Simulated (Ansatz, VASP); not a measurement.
One calculation of Sb, two programs

File INCAR:

```
SYSTEM = Sb
  ALGO = Normal
  EDIFF = 1E-6
  ENCUT = 520
  ISIF = 2
  ISMEAR = 0
  LASPH = .TRUE.
  LCHARG = .FALSE.
  LREAL = .FALSE.
  LWAVE = .FALSE.
  NBANDS = 12
  NELM = 80
  PREC = Accurate
  SIGMA = 0.1
```

Contents of KPOINTS:

```
k-points
0
G
  6 4 4
  0 0 0
```

POSCAR

```
Sb
1.0
    3.1224020000      0.0000000000      0.0000000000
    0.0000000000      4.3475180000      0.0000000000
   -0.0389150000      0.0000000000      4.4058520000
Sb
2
Direct
    0.9886110000      0.7500000000      0.7588340000
    0.0113890000      0.2500000000      0.2411660000
```

Input for Ansatz:

```yaml
crystal:
  lattice:
    - [3.122402, 0.0, 0.0]
    - [0.0, 4.347518, 0.0]
    - [-0.038915, 0.0, 4.405852]
  atoms:
    - { symbol: Sb, position: [0.988611, 0.75, 0.758834] }
    - { symbol: Sb, position: [0.011389, 0.25, 0.241166] }
basis:
  ecutwfc: 420
kpoints:
  mp_grid: { grid: [6, 4, 4] }
hamiltonian:
  xc: lda
scf:
  occupations: { method: gaussian, width: 0.1 }
  max_iter: 300
output:
  forces: true
  stress: true
  eigenvalues: true
```

Alike in both runs: task single point; functional LDA; k mesh 6 × 4 × 4; occupations gaussian, width 0.1 eV; no spin polarisation.

|  | VASP | Ansatz |
| --- | --- | --- |
| version | VASP 6.6.1 | Ansatz 0.2.0 |
| potentials or method | VASP PAW LDA potentials, release 64 (Sb), cutoff 520 eV | scalar-relativistic, plane waves, PAW |
| valence electrons in the cell | 10 | 30 |

```csv
,VASP,Ansatz,Ansatz less VASP
gap on the k mesh at the Fermi level (eV),none,none,-
pressure (GPa),-2.9,-3.0,-0.18
"traceless stress, the component that is largest in VASP (GPa)",-4.00,-4.01,-0.007
rms of the force components (eV/Å),0.031,0.025,-0.0053
```

LDA's correlation is that of Perdew and Zunger in VASP and of Perdew and Wang (1992) in Ansatz. Atom by atom the forces differ by 0.008 eV/Å (rms over components). A gap of «none» marks a metal or a gap that the smearing closes. VASP's potentials hold 10 valence electrons a cell and Ansatz's 30, so a difference there can come from the potentials and not from the codes.

The k mesh is coarse, so the values compare programs but aren't converged. Neither program's run includes spin-orbit coupling.
